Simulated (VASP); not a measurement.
# LuGa3As (Pm-3m) in VASP: single point with PBE

Aim: the single point of LuGa3As with PBE.

Program: VASP 6.6.1. These are calculated values, not measurements. Logs are shortened: lines on timing, memory, paths and dates and some standing lists are left out, and cuts for length are marked.

## (1) The cell of the first run

It takes space group Pm-3m (No. 221, cubic). Conventional cell: a = 4.944 Å, b = 4.944 Å, c = 4.944 Å, α = 90.00°, β = 90.00°, γ = 90.00°. Lu (site symmetry m-3m) has 12 Ga at 3.50 Å and 8 As at 4.28 Å within 4.6 Å. Ga (site symmetry 4/mmm) has 2 As at 2.47 Å within 3.3 Å. As (site symmetry m-3m) has 6 Ga at 2.47 Å within 3.3 Å.

## (2) Single point, PBE

Contents of POSCAR:

```
LuGa3As
1.0
    4.9436055308      0.0000000000      0.0000000000
    0.0000000000      4.9436055308      0.0000000000
    0.0000000000      0.0000000000      4.9436055308
Lu Ga As
1 3 1
Direct
    0.0000000000      0.0000000000      0.0000000000
    0.0000000000      0.5000000000      0.5000000000
    0.5000000000      0.5000000000      0.0000000000
    0.5000000000      0.0000000000      0.5000000000
    0.5000000000      0.5000000000      0.5000000000
```

Contents of INCAR.step1:

```
PREC     = Accurate       # precision mode
ENCUT    = 520            # plane-wave cutoff, eV
EDIFF    = 1E-6           # SCF threshold, eV
ISMEAR   = 0              # smearing method
SIGMA    = 0.1            # smearing width, eV
LREAL    = F              # projectors in reciprocal space
LASPH    = T              # aspherical terms in the spheres
NELM     = 100            # most SCF steps
ALGO     = Normal         # electronic algorithm
ISIF     = 2              # what is computed and relaxed
LWAVE    = F              # write WAVECAR
LCHARG   = T              # write CHGCAR
GGA      = PE             # functional
NBANDS   = 42             # bands
```

Contents of KPOINTS.step1:

```
regular mesh
0
Gamma
  8 8 8
```

Contents of INCAR.step2:

```
PREC     = Accurate       # precision mode
ENCUT    = 520            # plane-wave cutoff, eV
EDIFF    = 1E-6           # SCF threshold, eV
ISMEAR   = -5             # smearing method
SIGMA    = 0.1            # smearing width, eV
LREAL    = F              # projectors in reciprocal space
LASPH    = T              # aspherical terms in the spheres
NELM     = 100            # most SCF steps
ALGO     = Normal         # electronic algorithm
ISIF     = 2              # what is computed and relaxed
LWAVE    = F              # write WAVECAR
LCHARG   = F              # write CHGCAR
GGA      = PE             # functional
LORBIT   = 10             # projections on sites
NEDOS    = 1001           # points of the DOS
ICHARG   = 11             # starting density
```

Contents of KPOINTS.step2:

```
regular mesh
0
Gamma
  12 12 12
```

Potentials or basis: VASP PAW PBE potentials, release 64 (Lu, Ga_d, As).

Run with:

```sh
$ cat potpaw_PBE.64/Lu/POTCAR potpaw_PBE.64/Ga_d/POTCAR potpaw_PBE.64/As/POTCAR > POTCAR
$ cp INCAR.step1 INCAR
$ cp KPOINTS.step1 KPOINTS
$ mpirun -np 1 vasp_std > vasp.out
$ cp INCAR.step2 INCAR
$ cp KPOINTS.step2 KPOINTS
$ mpirun -np 1 vasp_std > vasp.out
```

OUTCAR:

```text
PREC = Accurate
   ENCUT = 520
   EDIFF = 1E-6
   ISMEAR = -5
   LREAL = F
   LASPH = T
   NELM = 100
   ISIF = 2
   GGA = PE
   LORBIT = 10
   ICHARG = 11

 ion  position               nearest neighbor table
   1  0.000  0.000  0.000-
   2  0.000  0.500  0.500-   5 2.47   5 2.47
   3  0.500  0.500  0.000-   5 2.47   5 2.47
   4  0.500  0.000  0.500-   5 2.47   5 2.47
   5  0.500  0.500  0.500-   2 2.47   3 2.47   4 2.47   3 2.47   4 2.47   2 2.47

  LATTYP: Found a simple cubic cell.
 ALAT       =     4.9436055308

  Lattice vectors:

 A1 = (   4.9436055308,   0.0000000000,   0.0000000000)
 A2 = (   0.0000000000,   4.9436055308,   0.0000000000)
 A3 = (   0.0000000000,   0.0000000000,   4.9436055308)

Analysis of symmetry for initial positions (statically):
=====================================================================
 Subroutine PRICEL returns:
 Original cell was already a primitive cell.

 Routine SETGRP: Setting up the symmetry group for a
 simple cubic supercell.

 Subroutine GETGRP returns: Found 48 space group operations
 (whereof 48 operations were pure point group operations)
 out of a pool of 48 trial point group operations.

The static configuration has the point symmetry O_h .

Analysis of symmetry for dynamics (positions and initial velocities):
=====================================================================
 Subroutine PRICEL returns:
 Original cell was already a primitive cell.

 Routine SETGRP: Setting up the symmetry group for a
 simple cubic supercell.

 Subroutine GETGRP returns: Found 48 space group operations
 (whereof 48 operations were pure point group operations)
 out of a pool of 48 trial point group operations.

The dynamic configuration has the point symmetry O_h .

 Subroutine INISYM returns: Found 48 space group operations
 (whereof 48 operations are pure point group operations),
 and found     1 'primitive' translations

----------------------------------------------------------------------------------------

                                     Primitive cell

  volume of cell :     120.8179

  direct lattice vectors                    reciprocal lattice vectors
     4.943605531  0.000000000  0.000000000     0.202281512  0.000000000  0.000000000
[... 104 lines left out ...]
   PSTRESS=    0.0 pullay stress
   NELECT =      69.0000    total number of electrons
   NUPDOWN=      -1.0000    fix difference up-down
   EMIN   =  10.00;   EMAX   =-10.00  energy-range for DOS
   EFERMI =   0.00;   METHOD = LEGACY
   ISMEAR =    -5;   SIGMA  =   0.10  broadening in eV -4-tet -1-fermi 0-gaus
   EFERMI_NEDOS =   21; number of points for ismear=-14 and -15
   IALGO  =     38    algorithm
   IMIX   =      4    mixing-type and parameters
     AMIX     =   0.40;   BMIX     =  1.00
     AMIX_MAG =   1.60;   BMIX_MAG =  1.00
  volume/ion in A,a.u.               =      24.16       163.06
  Fermi-wavevector in a.u.,A,eV,Ry     =   1.358253  2.566726 25.100730  1.844852
  Thomas-Fermi vector in A             =   2.485102
   LORBIT       =     10    0 simple, 1 ext, 2 COOP (PROOUT), +10 PAW based schemes
   GGA     = PE    functional components
   LHFCALC =     F    Hartree Fock is set to
   AEXX    =    0.0000 exact exchange contribution
   IVDW    =     0    specifies the selected vdW correction
   LEPSILON=     F    determine dielectric tensor
   LRPA    =     F    only Hartree local field effects (RPA)
 non-spin polarized calculation
 Fermi weights with tetrahedron method with Bloechl corrections
  energy-cutoff  :      520.00
  volume of cell :      120.82
 maximum number of plane-waves:      3294
 NGX is ok and might be reduce to    40

 number of electron      68.9999930 magnetization

 Free energy of the ion-electron system (eV)
  ---------------------------------------------------
  ext. energy  EPLUGINS =         0.00000000
  ---------------------------------------------------
  free energy    TOTEN  =       -16.50485347 eV

  energy without entropy =      -16.50485347  energy(sigma->0) =      -16.50485347

 E-fermi :   3.9484     XC(G=0): -10.0896

 val. band max:        4.0778036694   @ k =   0.5000   0.3333   0.3333
 cond. band min:       3.9072758466   @ k =   0.3333   0.1667   0.1667
 fundamental gap:     -0.1705278228
 Fermi energy:         3.9484075543

 k-point     1 :       0.0000    0.0000    0.0000
  band No.  band energies     occupation
      1     -53.6367      2.00000
      2     -24.2218      2.00000
      3     -24.2218      2.00000
      4     -24.2218      2.00000
      5     -11.5695      2.00000
      6     -11.0318      2.00000
[... 1045 lines left out ...]
     40       6.3036      0.00000
     41       7.3186      0.00000

 [... further k-points ...]

------------------------ aborting loop because EDIFF is reached ----------------------------------------

  FORCE on cell =-STRESS in cart. coord.  units (eV):
  Direction    XX          YY          ZZ          XY          YZ          ZX
  --------------------------------------------------------------------------------------
  -------------------------------------------------------------------------------------
  Total        2.0277971      2.0277971      2.0277971     -0.0000000     -0.0000000      0.0000000
  in kB       26.8907955     26.8907955     26.8907955     -0.0000000     -0.0000000      0.0000000
  external PRESSURE =      26.8907955 kB  Pullay stress =       0.0000000 kB

 VOLUME and BASIS-vectors are now :
 -----------------------------------------------------------------------------
  energy-cutoff  :      520.00
  volume of cell :      120.82
      direct lattice vectors                 reciprocal lattice vectors
     4.943605531  0.000000000  0.000000000     0.202281512  0.000000000  0.000000000
     0.000000000  4.943605531  0.000000000     0.000000000  0.202281512  0.000000000
     0.000000000  0.000000000  4.943605531     0.000000000  0.000000000  0.202281512

 POSITION                                       TOTAL-FORCE (eV/Angst)
 -----------------------------------------------------------------------------------
      0.00000      0.00000      0.00000         0.000000      0.000000      0.000000
      0.00000      2.47180      2.47180         0.000000      0.000000      0.000000
      2.47180      2.47180      0.00000         0.000000      0.000000      0.000000
      2.47180      0.00000      2.47180         0.000000      0.000000      0.000000
      2.47180      2.47180      2.47180         0.000000      0.000000      0.000000
 -----------------------------------------------------------------------------------
    total drift:                                0.000000      0.000000     -0.000000

  FREE ENERGIE OF THE ION-ELECTRON SYSTEM (eV)
  ---------------------------------------------------
  free  energy   TOTEN  =       -16.5048534695 eV

  energy  without entropy=      -16.5048534695  energy(sigma->0) =      -16.50485347

 total charge

# of ion       s       p       d       f       tot
--------------------------------------------------
    1        2.303   6.000   0.549  13.968  22.820
    2        1.021   0.597   9.957   0.000  11.575
    3        1.021   0.597   9.957   0.000  11.575
    4        1.021   0.597   9.957   0.000  11.575
    5        1.294   1.470   0.095   0.000   2.859
--------------------------------------------------
tot          6.659   9.262  30.516  13.968  60.405
```

Run time: 5.2 min. Hardware: 1 thread of Intel Xeon Platinum 8488C (Sapphire Rapids), shared host; peak memory 0.53 GiB.

Results:

```yaml
Valence_electrons_inside_the_program's_atomic_spheres: Lu 22.82; Ga 11.57; As 2.86
```

Caveat: spin-orbit coupling is left out, which moves the levels of the heavy elements; tetrahedron occupations give inexact forces and stress in metals.
